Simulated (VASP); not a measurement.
# La3Tl (Pm-3m) in VASP: further runs

La3Tl is run at these levels: LDA; tasks: electric field gradients.

Everything below comes from runs of VASP 6.6.1. Logs are shortened: lines on timing, memory, paths and dates and some standing lists are left out, and cuts for length are marked.

### Step 1. The cell of the first run

The structure is cubic, space group Pm-3m (No. 221). Conventional cell: a = 5.043 Å, b = 5.043 Å, c = 5.043 Å, α = 90.00°, β = 90.00°, γ = 90.00°. Within 4.7 Å of La (site symmetry 4/mmm) lie 8 La at 3.57 Å and 4 Tl at 3.57 Å. Tl (site symmetry m-3m) has 12 La at 3.57 Å within 4.7 Å.

### Step 2. Electric field gradients, LDA (32.06 Å³/atom)

Input file INCAR:

```
PREC = Accurate
ENCUT = 520
EDIFF = 1E-8
ISMEAR = -1
SIGMA = 0.08
LREAL = False
LASPH = True
NELM = 80
ALGO = Normal
ISIF = 2
LWAVE = False
LCHARG = False
GGA = CA
LEFG = True
NBANDS = 31
```

Input file KPOINTS:

```
regular mesh
0
Gamma
  8 8 8
```

Input file POSCAR:

```
La3Tl
1.0
    5.0430767967      0.0000000000      0.0000000000
    0.0000000000      5.0430767967      0.0000000000
    0.0000000000      0.0000000000      5.0430767967
La Tl
3 1
Direct
    0.0000000000      0.5000000000      0.5000000000
    0.5000000000      0.0000000000      0.5000000000
    0.5000000000      0.5000000000      0.0000000000
    0.0000000000      0.0000000000      0.0000000000
```

Potentials or basis: VASP PAW LDA potentials, release 64 (La, Tl_d).

Started as:

```bash
> cat potpaw_LDA.64/La/POTCAR potpaw_LDA.64/Tl_d/POTCAR > POTCAR
> mpirun -np 1 vasp_std > vasp.out
```

OUTCAR:

```text
PREC = Accurate
   ENCUT = 520
   EDIFF = 1E-8
   ISMEAR = -1
   LREAL = False
   LASPH = True
   NELM = 80
   ISIF = 2
   GGA = CA

 ion  position               nearest neighbor table
   1  0.000  0.500  0.500-   2 3.57   3 3.57   4 3.57   3 3.57   4 3.57   2 3.57   4 3.57   4 3.57
                             2 3.57   3 3.57   3 3.57   2 3.57
   2  0.500  0.000  0.500-   1 3.57   3 3.57   4 3.57   3 3.57   4 3.57   1 3.57   3 3.57   3 3.57
                             1 3.57   4 3.57   4 3.57   1 3.57
   3  0.500  0.500  0.000-   1 3.57   2 3.57   4 3.57   1 3.57   2 3.57   2 3.57   4 3.57   2 3.57
                             1 3.57   4 3.57   1 3.57   4 3.57
   4  0.000  0.000  0.000-   1 3.57   2 3.57   3 3.57   1 3.57   2 3.57   1 3.57   3 3.57   1 3.57
                             2 3.57   3 3.57   2 3.57   3 3.57

  LATTYP: Found a simple cubic cell.
 ALAT       =     5.0430767967

  Lattice vectors:

 A1 = (   5.0430767967,   0.0000000000,   0.0000000000)
 A2 = (   0.0000000000,   5.0430767967,   0.0000000000)
 A3 = (   0.0000000000,   0.0000000000,   5.0430767967)

Analysis of symmetry for initial positions (statically):
=====================================================================
 Subroutine PRICEL returns:
 Original cell was already a primitive cell.

 Routine SETGRP: Setting up the symmetry group for a
 simple cubic supercell.

 Subroutine GETGRP returns: Found 48 space group operations
 (whereof 48 operations were pure point group operations)
 out of a pool of 48 trial point group operations.

The static configuration has the point symmetry O_h .

Analysis of symmetry for dynamics (positions and initial velocities):
=====================================================================
 Subroutine PRICEL returns:
 Original cell was already a primitive cell.

 Routine SETGRP: Setting up the symmetry group for a
 simple cubic supercell.

 Subroutine GETGRP returns: Found 48 space group operations
 (whereof 48 operations were pure point group operations)
 out of a pool of 48 trial point group operations.

The dynamic configuration has the point symmetry O_h .

 Subroutine INISYM returns: Found 48 space group operations
 (whereof 48 operations are pure point group operations),
[... 144 lines left out ...]
  free energy    TOTEN  =       -20.85414123 eV

  energy without entropy =      -20.73168428  energy(sigma->0) =      -20.79291275

 E-fermi :   8.1833     XC(G=0): -10.2888

 val. band max:        8.1539131562   @ k =   0.2500   0.2500   0.1250
 cond. band min:       8.1874476603   @ k =   0.2500   0.2500   0.2500
 fundamental gap:      0.0335345041
 Fermi energy:         8.1833159604

 k-point     1 :       0.0000    0.0000    0.0000
  band No.  band energies     occupation
      1     -24.5583      2.00000
      2     -24.2142      2.00000
      3     -24.2142      2.00000
      4      -8.8706      2.00000
      5      -8.8706      2.00000
      6      -8.8706      2.00000
[... 805 lines left out ...]
     30       9.7816      0.00000
     31       9.7998      0.00000

 [... further k-points ...]

------------------------ aborting loop because EDIFF is reached ----------------------------------------

  FORCE on cell =-STRESS in cart. coord.  units (eV):
  Direction    XX          YY          ZZ          XY          YZ          ZX
  --------------------------------------------------------------------------------------
  -------------------------------------------------------------------------------------
  Total       -2.6450347     -2.6450347     -2.6450347      0.0000000     -0.0000000      0.0000000
  in kB      -33.0411542    -33.0411542    -33.0411542      0.0000000     -0.0000000      0.0000000
  external PRESSURE =     -33.0411542 kB  Pullay stress =       0.0000000 kB

 VOLUME and BASIS-vectors are now :
 -----------------------------------------------------------------------------
  energy-cutoff  :      520.00
  volume of cell :      128.26
      direct lattice vectors                 reciprocal lattice vectors
     5.043076797  0.000000000  0.000000000     0.198291646  0.000000000  0.000000000
     0.000000000  5.043076797  0.000000000     0.000000000  0.198291646  0.000000000
     0.000000000  0.000000000  5.043076797     0.000000000  0.000000000  0.198291646

 POSITION                                       TOTAL-FORCE (eV/Angst)
 -----------------------------------------------------------------------------------
      0.00000      2.52154      2.52154         0.000000      0.000000      0.000000
      2.52154      0.00000      2.52154         0.000000      0.000000      0.000000
      2.52154      2.52154      0.00000         0.000000      0.000000      0.000000
      0.00000      0.00000      0.00000         0.000000      0.000000      0.000000
 -----------------------------------------------------------------------------------
    total drift:                                0.000000     -0.000000     -0.000000

  FREE ENERGIE OF THE ION-ELECTRON SYSTEM (eV)
  ---------------------------------------------------
  free  energy   TOTEN  =       -20.8541412332 eV

  energy  without entropy=      -20.7316842756  energy(sigma->0) =      -20.79291275

 Electric field gradients (V/A^2)
---------------------------------------------------------------------
 ion       V_xx      V_yy      V_zz      V_xy      V_xz      V_yz
---------------------------------------------------------------------
   1     131.044   -65.522   -65.522    -0.000    -0.000    -0.000
   2     -65.522   131.044   -65.522    -0.000    -0.000     0.000
   3     -65.522   -65.522   131.044    -0.000    -0.000     0.000
   4      -0.000     0.000     0.000    -0.000    -0.000     0.000
---------------------------------------------------------------------

 Electric field gradients after diagonalization (V/A^2)
 (convention: |V_zz| > |V_xx| > |V_yy|)
----------------------------------------------------------------------
 ion       V_xx      V_yy      V_zz     asymmetry (V_yy - V_xx)/ V_zz
----------------------------------------------------------------------
   1     -65.522   -65.522   131.044       0.000
   2     -65.522   -65.522   131.044       0.000
   3     -65.522   -65.522   131.044       0.000
   4      -0.000     0.000     0.000       0.068
----------------------------------------------------------------------

           NMR quadrupolar parameters

 Cq : quadrupolar parameter    Cq=e*Q*V_zz/h
 eta: asymmetry parameters     (V_yy - V_xx)/ V_zz
 Q  : nuclear electric quadrupole moment in mb (millibarn)
----------------------------------------------------------------------
 ion       Cq(MHz)       eta       Q (mb)
----------------------------------------------------------------------
   1       0.317       0.000       1.000
   2       0.317       0.000       1.000
   3       0.317       0.000       1.000
   4       0.000       0.068       1.000
----------------------------------------------------------------------
```

OSZICAR:

```text
N       E                     dE             d eps       ncg     rms          rms(c)
DAV:   1     0.571431826602E+03    0.57143E+03   -0.16470E+04  2170   0.213E+03
DAV:   2     0.119088564999E+03   -0.45234E+03   -0.43758E+03  3074   0.376E+02
DAV:   3    -0.593991761846E+01   -0.12503E+03   -0.12173E+03  3495   0.213E+02
DAV:   4    -0.194946425604E+02   -0.13555E+02   -0.13064E+02  4060   0.825E+01
DAV:   5    -0.210853784353E+02   -0.15907E+01   -0.15337E+01  4260   0.262E+01    0.537E+00
DAV:   6    -0.208727839971E+02    0.21259E+00   -0.33314E+00  3764   0.109E+01    0.287E+00
DAV:   7    -0.208621926565E+02    0.10591E-01   -0.40636E-01  4148   0.541E+00    0.142E+00
DAV:   8    -0.208535301562E+02    0.86625E-02   -0.53641E-02  4252   0.171E+00    0.215E-01
DAV:   9    -0.208539713797E+02   -0.44122E-03   -0.80020E-03  4140   0.700E-01    0.948E-02
DAV:  10    -0.208541209433E+02   -0.14956E-03   -0.13736E-03  4228   0.271E-01    0.274E-02
DAV:  11    -0.208541366142E+02   -0.15671E-04   -0.21516E-04  4108   0.105E-01    0.760E-03
DAV:  12    -0.208541405579E+02   -0.39437E-05   -0.36843E-05  4212   0.400E-02    0.395E-03
DAV:  13    -0.208541411545E+02   -0.59659E-06   -0.74940E-06  3764   0.229E-02    0.500E-03
DAV:  14    -0.208541411973E+02   -0.42811E-07   -0.18308E-06  3756   0.101E-02    0.118E-03
DAV:  15    -0.208541412304E+02   -0.33081E-07   -0.37701E-07  3708   0.544E-03    0.781E-04
DAV:  16    -0.208541412332E+02   -0.27876E-08   -0.74584E-08  2860   0.214E-03
   1 F= -.20854141E+02 E0= -.20792913E+02  d E =-.122457E+00
```

stdout:

```text
POSCAR found type information on POSCAR LaTl
 POSCAR found :  2 types and       4 ions
 scaLAPACK will be used
 LDA part: xc-table for (Slater(with rela. corr.)+CA(PZ))
 , standard interpolation
 POSCAR, INCAR and KPOINTS ok, starting setup
 FFT: planning ... GRIDC
 FFT: planning ... GRID_SOFT
 FFT: planning ... GRID
 WAVECAR not read
 entering main loop
ion   1

ion   2

ion   3

ion   4
```

It took 2.4 min on 1 thread of Intel Xeon Platinum 8488C (Sapphire Rapids), shared host; peak memory 0.29 GiB.

Results:

```
Free energy                             : -20.8541 eV
Pressure                                : -3.3 GPa
Band gap on the k mesh                  : zero (bands 23 and 24 overlap by 1.09 eV)
Largest electric field gradient by atom : La +131.0; Tl -0.0 V/Å²
```

Electric field gradients, principal values (V/Å²):
```tsv
atom	least	middle	greatest (by size)
1 La	-65.522	-65.522	131.044
2 La	-65.522	-65.522	131.044
3 La	-65.522	-65.522	131.044
4 Tl	0.000	0.000	0.000
```

Caveat: the cell stands under tension; without QUAD_EFG the Cq values of the log hold for a quadrupole moment of 1 mb, not for the nuclei; spin-orbit coupling is left out, which moves the levels of the heavy elements.

### Step 3. Electric field gradients, LDA (33.04 Å³/atom)

This run uses another cell than the first one, of 33.04 Å³/atom.

Input file INCAR:

```
PREC     = Accurate       # precision mode
ENCUT    = 520            # plane-wave cutoff, eV
EDIFF    = 1E-8           # SCF threshold, eV
ISMEAR   = -1             # smearing method
SIGMA    = 0.08           # smearing width, eV
LREAL    = False          # projectors in reciprocal space
LASPH    = True           # aspherical terms in the spheres
NELM     = 100            # most SCF steps
ALGO     = Normal         # electronic algorithm
ISIF     = 2              # what is computed and relaxed
LWAVE    = False          # write WAVECAR
LCHARG   = False          # write CHGCAR
LEFG     = True         
NBANDS   = 31             # bands
```

KPOINTS is that of step 2.

Input file POSCAR:

```
La3Tl
1.0
    5.0935109104      0.0000000000      0.0000000000
    0.0000000000      5.0935109104      0.0000000000
    0.0000000000      0.0000000000      5.0935109104
La Tl
3 1
Direct
    0.0000000000      0.5000000000      0.5000000000
    0.5000000000      0.0000000000      0.5000000000
    0.5000000000      0.5000000000      0.0000000000
    0.0000000000      0.0000000000      0.0000000000
```

Potentials or basis: VASP PAW LDA potentials, release 64 (La, Tl_d).

Started as:

```bash
> cat potpaw_LDA.64/La/POTCAR potpaw_LDA.64/Tl_d/POTCAR > POTCAR
> mpirun -np 1 vasp_std > vasp.out
```

OUTCAR:

```text
PREC = Accurate
   ENCUT = 520
   EDIFF = 1E-8
   ISMEAR = -1
   LREAL = False
   LASPH = True
   NELM = 100
   ISIF = 2

 ion  position               nearest neighbor table
   1  0.000  0.500  0.500-   2 3.60   3 3.60   4 3.60   3 3.60   4 3.60   2 3.60   4 3.60   4 3.60
                             2 3.60   3 3.60   3 3.60   2 3.60
   2  0.500  0.000  0.500-   1 3.60   3 3.60   4 3.60   3 3.60   4 3.60   1 3.60   3 3.60   3 3.60
                             1 3.60   4 3.60   4 3.60   1 3.60
   3  0.500  0.500  0.000-   1 3.60   2 3.60   4 3.60   1 3.60   2 3.60   2 3.60   4 3.60   2 3.60
                             1 3.60   4 3.60   1 3.60   4 3.60
   4  0.000  0.000  0.000-   1 3.60   2 3.60   3 3.60   1 3.60   2 3.60   1 3.60   3 3.60   1 3.60
                             2 3.60   3 3.60   2 3.60   3 3.60

  LATTYP: Found a simple cubic cell.
 ALAT       =     5.0935109104
[... 1048 lines left out ...]
   1     120.792   -60.396   -60.396    -0.000     0.000    -0.000
   2     -60.396   120.792   -60.396    -0.000    -0.000     0.000
   3     -60.396   -60.396   120.792    -0.000    -0.000     0.000
   4      -0.000     0.000    -0.000    -0.000    -0.000    -0.000
---------------------------------------------------------------------

 Electric field gradients after diagonalization (V/A^2)
 (convention: |V_zz| > |V_xx| > |V_yy|)
----------------------------------------------------------------------
 ion       V_xx      V_yy      V_zz     asymmetry (V_yy - V_xx)/ V_zz
----------------------------------------------------------------------
   1     -60.396   -60.396   120.792       0.000
   2     -60.396   -60.396   120.792       0.000
   3     -60.396   -60.396   120.792       0.000
   4       0.000    -0.000    -0.000       0.534
----------------------------------------------------------------------

           NMR quadrupolar parameters

 Cq : quadrupolar parameter    Cq=e*Q*V_zz/h
 eta: asymmetry parameters     (V_yy - V_xx)/ V_zz
 Q  : nuclear electric quadrupole moment in mb (millibarn)
----------------------------------------------------------------------
 ion       Cq(MHz)       eta       Q (mb)
----------------------------------------------------------------------
   1       0.292       0.000       1.000
   2       0.292       0.000       1.000
   3       0.292       0.000       1.000
   4      -0.000       0.534       1.000
----------------------------------------------------------------------
```

OSZICAR:

```text
N       E                     dE             d eps       ncg     rms          rms(c)
DAV:   1     0.569774895452E+03    0.56977E+03   -0.16486E+04  2178   0.210E+03
DAV:   2     0.120377839044E+03   -0.44940E+03   -0.43528E+03  3042   0.371E+02
DAV:   3    -0.513974637942E+01   -0.12552E+03   -0.12255E+03  3448   0.213E+02
DAV:   4    -0.192883343778E+02   -0.14149E+02   -0.13586E+02  4060   0.825E+01
DAV:   5    -0.209380065001E+02   -0.16497E+01   -0.15983E+01  4268   0.271E+01    0.516E+00
DAV:   6    -0.207765870366E+02    0.16142E+00   -0.32600E+00  3780   0.109E+01    0.273E+00
DAV:   7    -0.207691962957E+02    0.73907E-02   -0.40549E-01  4180   0.525E+00    0.134E+00
DAV:   8    -0.207620119161E+02    0.71844E-02   -0.54965E-02  4220   0.168E+00    0.202E-01
DAV:   9    -0.207625495825E+02   -0.53767E-03   -0.83412E-03  4188   0.740E-01    0.940E-02
DAV:  10    -0.207627085751E+02   -0.15899E-03   -0.14867E-03  4212   0.267E-01    0.244E-02
DAV:  11    -0.207627224940E+02   -0.13919E-04   -0.22509E-04  4060   0.110E-01    0.584E-03
DAV:  12    -0.207627256391E+02   -0.31451E-05   -0.33228E-05  4244   0.378E-02    0.303E-03
DAV:  13    -0.207627261526E+02   -0.51346E-06   -0.57210E-06  3996   0.196E-02    0.278E-03
DAV:  14    -0.207627262670E+02   -0.11447E-06   -0.15072E-06  3916   0.878E-03    0.238E-03
DAV:  15    -0.207627262753E+02   -0.82896E-08   -0.44127E-07  3636   0.636E-03    0.924E-04
DAV:  16    -0.207627262761E+02   -0.77580E-09   -0.73272E-08  2956   0.217E-03
   1 F= -.20762726E+02 E0= -.20699528E+02  d E =-.126397E+00
```

stdout:

```text
POSCAR found type information on POSCAR LaTl
 POSCAR found :  2 types and       4 ions
 scaLAPACK will be used
 LDA part: xc-table for (Slater(with rela. corr.)+CA(PZ))
 , standard interpolation
 POSCAR, INCAR and KPOINTS ok, starting setup
 FFT: planning ... GRIDC
 FFT: planning ... GRID_SOFT
 FFT: planning ... GRID
 WAVECAR not read
 entering main loop
ion   1

ion   2

ion   3

ion   4
```

It took 2.5 min on 1 thread of Intel Xeon Platinum 8488C (Sapphire Rapids), shared host; peak memory 0.29 GiB.

What came out:

```
Free energy                             : -20.7627 eV
Pressure                                : -4.3 GPa
Band gap on the k mesh                  : zero (bands 23 and 24 overlap by 1.02 eV)
Largest electric field gradient by atom : La +120.8; Tl +0.0 V/Å²
```

Electric field gradients, principal values (V/Å²):
| atom | least | middle | greatest (by size) |
| --- | --- | --- | --- |
| 1 La | -60.396 | -60.396 | 120.792 |
| 2 La | -60.396 | -60.396 | 120.792 |
| 3 La | -60.396 | -60.396 | 120.792 |
| 4 Tl | 0.000 | 0.000 | 0.000 |

Caveat: the cell stands under tension; without QUAD_EFG the Cq values of the log hold for a quadrupole moment of 1 mb, not for the nuclei; spin-orbit coupling is left out, which moves the levels of the heavy elements.

(Part 1 of 2 ends here.)

The gap in the log of VASP goes by the Fermi energy; the results here count the filled bands.